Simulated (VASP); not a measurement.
# As in VASP: further runs

As is run at these levels: PBE+D3(BJ); tasks: single point.

All numbers are computed with VASP 6.6.1; they aren't measurements. Logs are shortened: lines on timing, memory, paths and dates and some standing lists are left out, and cuts for length are marked.

## 1. The cell of the first run

The cell holds a slab with vacuum, 2 atoms: a = 3.578 Å, b = 3.578 Å, c = 28.574 Å, α = 90.00°, β = 90.00°, γ = 120.00°.

## 2. Single point, PBE+D3(BJ)

Input file INCAR:

```
PREC = Accurate
ENCUT = 520
EDIFF = 1E-7
ISMEAR = 0
SIGMA = 0.02
LREAL = False
LASPH = True
NELM = 80
ALGO = Normal
ISIF = 2
LWAVE = False
LCHARG = True
LDIPOL = True
IDIPOL = 3
DIPOL = 0.5 0.5 0.500
GGA = PE
IVDW = 12
LELF = True
LVHAR = True
LVACPOTAV = True
NBANDS = 12
```

Input file KPOINTS:

```
Automatic mesh
0
Gamma
  9 9 1
```

Input file POSCAR:

```
As
1.0
    3.5780000000      0.0000000000      0.0000000000
   -1.7890000000      3.0986388948      0.0000000000
    0.0000000000      0.0000000000     28.5742413766
As
2
Direct
    0.3333333333      0.6666666667      0.4947680151
    0.6666666667      0.3333333333      0.5052319849
```

Potentials or basis: VASP PAW PBE potentials, release 64 (As).

On the command line:

```sh
cat potpaw_PBE.64/As/POTCAR > POTCAR
mpirun -np 1 vasp_std > vasp.out
```

OUTCAR:

```text
PREC = Accurate
   ENCUT = 520
   EDIFF = 1E-7
   ISMEAR = 0
   LREAL = False
   LASPH = True
   NELM = 80
   ISIF = 2
   GGA = PE
   IVDW = 12
 IVDW          = 12

 ion  position               nearest neighbor table
   1  0.333  0.667  0.495-   2 2.09   2 2.09   2 2.09
   2  0.667  0.333  0.505-   1 2.09   1 2.09   1 2.09

  LATTYP: Found a hexagonal cell.
 ALAT       =     3.5780000000
 C/A-ratio  =     7.9860931740

  Lattice vectors:

 A1 = (   3.5780000000,   0.0000000000,   0.0000000000)
 A2 = (  -1.7890000000,   3.0986388948,   0.0000000000)
 A3 = (   0.0000000000,   0.0000000000,  28.5742413766)

Analysis of symmetry for initial positions (statically):
=====================================================================
 Subroutine PRICEL returns:
 Original cell was already a primitive cell.

 Routine SETGRP: Setting up the symmetry group for a
 hexagonal supercell.

 Subroutine GETGRP returns: Found 12 space group operations
 (whereof 12 operations were pure point group operations)
 out of a pool of 24 trial point group operations.

The static configuration has the point symmetry D_3d.

Analysis of symmetry for dynamics (positions and initial velocities):
=====================================================================
 Subroutine PRICEL returns:
 Original cell was already a primitive cell.

 Routine SETGRP: Setting up the symmetry group for a
 hexagonal supercell.

 Subroutine GETGRP returns: Found 12 space group operations
 (whereof 12 operations were pure point group operations)
 out of a pool of 24 trial point group operations.

The dynamic configuration has the point symmetry D_3d.

 Subroutine INISYM returns: Found 12 space group operations
 (whereof 12 operations are pure point group operations),
 and found     1 'primitive' translations

----------------------------------------------------------------------------------------

                                     Primitive cell

  volume of cell :     316.8006

  direct lattice vectors                    reciprocal lattice vectors
     3.578000000  0.000000000  0.000000000     0.279485746  0.161361171  0.000000000
    -1.789000000  3.098638895  0.000000000     0.000000000  0.322722342  0.000000000
     0.000000000  0.000000000 28.574241377     0.000000000  0.000000000  0.034996555

  length of vectors
     3.578000000  3.578000000 28.574241377     0.322722342  0.322722342  0.034996555

  position of ions in fractional coordinates (direct lattice)
     0.333333333  0.666666667  0.494768015
     0.666666667  0.333333333  0.505231985

  ion indices of the primitive-cell ions
   primitive index   ion index
                 1           1
                 2           2

----------------------------------------------------------------------------------------

 KPOINTS: Automatic mesh

Automatic generation of k-mesh.
 Grid dimensions read from file:
 generate k-points for:    9    9    1

 Generating k-lattice:

  Cartesian coordinates                     Fractional coordinates (reciprocal lattice)
     0.031053972  0.017929019  0.000000000     0.111111111  0.000000000  0.000000000
     0.000000000  0.035858038  0.000000000     0.000000000  0.111111111  0.000000000
     0.000000000  0.000000000  0.034996555     0.000000000  0.000000000  1.000000000

  Length of vectors
     0.035858038  0.035858038  0.034996555

  Shift w.r.t. Gamma in fractional coordinates (k-lattice)
     0.000000000  0.000000000  0.000000000

 Subroutine IBZKPT returns following result:
 ===========================================

 Found     12 irreducible k-points:

 Following reciprocal coordinates:
            Coordinates               Weight
  0.000000  0.000000  0.000000      1.000000
  0.111111  0.000000  0.000000      6.000000
  0.222222  0.000000  0.000000      6.000000
  0.333333  0.000000  0.000000      6.000000
  0.444444  0.000000  0.000000      6.000000
  0.111111  0.111111  0.000000      6.000000
  0.222222  0.111111  0.000000     12.000000
  0.333333  0.111111  0.000000     12.000000
  0.444444  0.111111  0.000000      6.000000
  0.222222  0.222222  0.000000      6.000000
  0.333333  0.222222  0.000000     12.000000
  0.333333  0.333333  0.000000      2.000000
   k-points           NKPTS =     12   k-points in BZ     NKDIM =     12   number of bands    NBANDS=     12
   number of dos      NEDOS =    301   number of ions     NIONS =      2
   total plane-waves  NPLWV = 169344
   dimension x,y,z NGX =    28 NGY =   28 NGZ =  216
   dimension x,y,z NGXF=    56 NGYF=   56 NGZF=  432
   ions per type =               2
   NGX,Y,Z   is equivalent  to a cutoff of  13.01, 13.01, 12.57 a.u.
   NGXF,Y,Z  is equivalent  to a cutoff of  26.02, 26.02, 25.13 a.u.
 SYSTEM =  unknown system
   PREC   = accura    normal or accurate (medium, high low for compatibility)
   ISTART =      0    job   : 0-new  1-cont  2-samecut
   ICHARG =      2    charge: 1-file 2-atom 10-const
   ISPIN  =      1    spin polarized calculation?
   LNONCOLLINEAR =      F non collinear calculations
   LSORBIT =      F    spin-orbit coupling
   LASPH  =      T    aspherical Exc in radial PAW
   ENCUT  =  520.0 eV  38.22 Ry    6.18 a.u.   6.65  6.65 53.13*2*pi/ulx,y,z
   NELM   =     80;   NELMIN=  2; NELMDL= -5     # of ELM steps
   EDIFF  = 0.1E-06   stopping-criterion for ELM
   LREAL  =      F    real-space projection
   EDIFFG = 0.1E-05   stopping-criterion for IOM
   NSW    =      0    number of steps for IOM
   IBRION =     -1    ionic relax: 0-MD 1-quasi-New 2-CG
   NFREE  =      0    steps in history (QN), initial steepest desc. (CG)
   ISIF   =      2    stress and relaxation
   ISYM   =      2    0-nonsym 1-usesym 2-fastsym
   POTIM  = 0.5000    time-step for ionic-motion
   TEBEG  =    0.0;   TEEND  =   0.0 temperature during run
   PSTRESS=    0.0 pullay stress
   NELECT =      10.0000    total number of electrons
   NUPDOWN=      -1.0000    fix difference up-down
   EMIN   =  10.00;   EMAX   =-10.00  energy-range for DOS
   EFERMI =   0.00;   METHOD = LEGACY
   ISMEAR =     0;   SIGMA  =   0.02  broadening in eV -4-tet -1-fermi 0-gaus
   EFERMI_NEDOS =   21; number of points for ismear=-14 and -15
   IALGO  =     38    algorithm
   IMIX   =      4    mixing-type and parameters
     AMIX     =   0.40;   BMIX     =  1.00
     AMIX_MAG =   1.60;   BMIX_MAG =  1.00
  volume/ion in A,a.u.               =     158.40      1068.94
  Fermi-wavevector in a.u.,A,eV,Ry     =   0.517384  0.977714  3.642089  0.267686
  Thomas-Fermi vector in A             =   1.533770
   LORBIT       =      0    0 simple, 1 ext, 2 COOP (PROOUT), +10 PAW based schemes
   GGA     = PE    functional components
   LHFCALC =     F    Hartree Fock is set to
   AEXX    =    0.0000 exact exchange contribution
   IVDW    =    12    specifies the selected vdW correction
   LEPSILON=     F    determine dielectric tensor
   LRPA    =     F    only Hartree local field effects (RPA)
 non-spin polarized calculation
 Gauss-broadening in eV      SIGMA  =   0.02
  energy-cutoff  :      520.00
  volume of cell :      316.80
 maximum number of plane-waves:      8627
 NGX is ok and might be reduce to    28
   NGX = 13   NGY = 13   NGZ =107

 dipolmoment           0.000000      0.000000      0.000000 electrons x Angstroem

 number of electron      10.0000000 magnetization

 dipolmoment           0.000000      0.000000     -0.000000 electrons x Angstroem

 Free energy of the ion-electron system (eV)
  ---------------------------------------------------
  ext. energy  EPLUGINS =         0.00000000
  ---------------------------------------------------
  free energy    TOTEN  =        -4.73992016 eV

  energy without entropy =       -4.73824849  energy(sigma->0) =       -4.73908433

 E-fermi :  -2.6264     XC(G=0):  -1.6272

 val. band max:       -2.7479951157   @ k =   0.2222   0.2222   0.0000
 cond. band min:      -2.6264083183   @ k =   0.3333   0.1111   0.0000
 fundamental gap:      0.1215867974
 Fermi energy:        -2.6264083183

 k-point     1 :       0.0000    0.0000    0.0000
  band No.  band energies     occupation
      1     -20.1471      2.00000
      2      -8.8268      2.00000
      3      -7.2112      2.00000
      4      -7.2112      2.00000
      5      -4.4503      2.00000
      6      -1.1401      0.00000
      7      -1.1401      0.00000
      8      -0.8107      0.00000
      9       0.9757      0.00000
     10       1.3025      0.00000
     11       1.6993      0.00000
     12       1.7107      0.00000

 k-point     2 :       0.1111    0.0000    0.0000
  band No.  band energies     occupation
      1     -19.9723      2.00000
      2      -9.0252      2.00000
      3      -8.3983      2.00000
      4      -7.5478      2.00000
      5      -3.2916      2.00000
      6      -1.0444      0.00000
      7      -0.7074      0.00000
      8      -0.4538      0.00000
      9       1.1639      0.00000
     10       1.4691      0.00000
     11       1.7220      0.00000
     12       1.8910      0.00000

 k-point     3 :       0.2222    0.0000    0.0000
  band No.  band energies     occupation
      1     -19.4541      2.00000
      2     -11.1682      2.00000
      3      -8.2203      2.00000
      4      -8.0464      2.00000
      5      -3.2110      2.00000
      6      -0.8354      0.00000
      7       0.6106      0.00000
      8       1.1500      0.00000
      9       1.2472      0.00000
     10       1.7310      0.00000
     11       2.0974      0.00000
     12       2.4646      0.00000
[... 106 lines left out ...]
 k-point    11 :       0.3333    0.2222    0.0000
  band No.  band energies     occupation
      1     -17.1425      2.00000
      2     -15.1799      2.00000
      3     -10.8407      2.00000
      4      -5.7992      2.00000
      5      -3.9174      2.00000
      6      -0.4402      0.00000
      7       1.4406      0.00000
      8       2.5624      0.00000
      9       3.0216      0.00000
     10       4.6960      0.00000
     11       4.8974      0.00000
     12       4.9857      0.00000

 k-point    12 :       0.3333    0.3333    0.0000
  band No.  band energies     occupation
      1     -16.1526      2.00000
      2     -16.1526      2.00000
      3     -11.3143      2.00000
      4      -4.8482      2.00000
      5      -4.8482      2.00000
      6       0.9654      0.00000
      7       2.1301      0.00000
      8       2.1301      0.00000
      9       2.9734      0.00000
     10       4.4619      0.00000
     11       4.4619      0.00000
     12       5.6433      0.00000

------------------------ aborting loop because EDIFF is reached ----------------------------------------

 vacuum level on the upper side and lower side of the slab       (xc-potential included)        -0.098        -0.098

 Edisp (eV)   -0.44092

 E8    (eV) :    -0.2006

  FORCE on cell =-STRESS in cart. coord.  units (eV):
  Direction    XX          YY          ZZ          XY          YZ          ZX
  --------------------------------------------------------------------------------------
  -------------------------------------------------------------------------------------
  Total      20.09872    20.09872     0.96646     0.00000     0.00000     0.00000
  in kB     101.64664   101.64664     4.88776     0.00000     0.00000     0.00000
  external pressure =       69.39 kB  Pullay stress =        0.00 kB

 VOLUME and BASIS-vectors are now :
 -----------------------------------------------------------------------------
  energy-cutoff  :      520.00
  volume of cell :      316.80
      direct lattice vectors                 reciprocal lattice vectors
     3.578000000  0.000000000  0.000000000     0.279485746  0.161361171  0.000000000
    -1.789000000  3.098638895  0.000000000     0.000000000  0.322722342  0.000000000
     0.000000000  0.000000000 28.574241377     0.000000000  0.000000000  0.034996555

 POSITION                                       TOTAL-FORCE (eV/Angst)
 -----------------------------------------------------------------------------------
     -0.00000      2.06576     14.13762        -0.000000      0.000000     -3.242812
      1.78900      1.03288     14.43662         0.000000     -0.000000      3.242812
 -----------------------------------------------------------------------------------
    total drift:                               -0.000000     -0.000000      0.000000

  FREE ENERGIE OF THE ION-ELECTRON SYSTEM (eV)
  ---------------------------------------------------
  free  energy   TOTEN  =        -5.1808381995 eV

  energy  without entropy=       -5.1791665267  energy(sigma->0) =       -5.18000236

 vacuum level on the upper side and lower side of the slab         1.289         1.289
```

It took 2.6 min on 1 thread of Intel Xeon 8259CL, shared host; peak memory 0.42 GiB.

What came out:

| Quantity | Value |
| --- | --- |
| Free energy | -5.1808 eV |
| Largest force | 3.243 eV/Å |
| Band gap on the k mesh | zero (band 5 reaches -2.30 eV, above the bottom of band 6 at -3.53 eV) |
| Dispersion energy per atom | -0.220 eV |
| Work function of the upper face | 3.92 eV |
| Work function of the lower face | 3.92 eV |

Forces in eV/Å, atoms in the order of the input:
```
As   0.000  0.000 -3.243
As   0.000  0.000  3.243
```

## 3. Single point, PBE+D3(BJ)

Input file INCAR:

```
SYSTEM = As
  PREC = Accurate
  ENCUT = 520
  EDIFF = 1E-6
  ISMEAR = 0
  SIGMA = 0.02
  LREAL = .FALSE.
  LASPH = .TRUE.
  NELM = 80
  ALGO = Normal
  ISIF = 2
  LWAVE = .FALSE.
  LCHARG = .FALSE.
  LDIPOL = .TRUE.
  IDIPOL = 3
  DIPOL = 0.5 0.5 0.500
  GGA = PE
  IVDW = 12
  NBANDS = 12
```

Input file KPOINTS:

```
regular mesh
0
G
  9 9 1
  0 0 0
```

Input file POSCAR:

```
As
1.0
    3.5780000000      0.0000000000      0.0000000000
   -1.7890000000      3.0986388948      0.0000000000
    0.0000000000      0.0000000000     28.5742413766
As
2
Direct
    0.3333333333      0.6666666667      0.4842865470
    0.6666666667      0.3333333333      0.5157134530
```

Potentials or basis: VASP PAW PBE potentials, release 64 (As).

On the command line:

```sh
cat potpaw_PBE.64/As/POTCAR > POTCAR
mpirun -np 1 vasp_std > vasp.out
```

Wall time 2.3 min (1 thread of Intel Xeon 8259CL, shared host); peak memory 0.41 GiB.

The run converged. Its results:

| Quantity | Value |
| --- | --- |
| Free energy | -8.0500 eV |
| Largest force | 5.468 eV/Å |
| Band gap on the k mesh | zero (band 5 reaches -3.19 eV, above the bottom of band 6 at -3.38 eV) |
| Dispersion energy per atom | -0.217 eV |

Forces on the atoms (eV/Å):
```
As   0.000  0.000 -5.468
As   0.000  0.000  5.468
```

Levels at points of the mesh, in eV from the Fermi level:
| k point | band 1 | band 2 | band 3 | band 4 | band 5 | band 6 | band 7 | band 8 | band 9 | band 10 |
| --- | --- | --- | --- | --- | --- | --- | --- | --- | --- | --- |
| (0.00, 0.00, 0.00) | -16.38 | -6.92 | -3.01 | -3.01 | -0.64 | -0.02 | 1.99 | 1.99 | 4.01 | 4.38 |
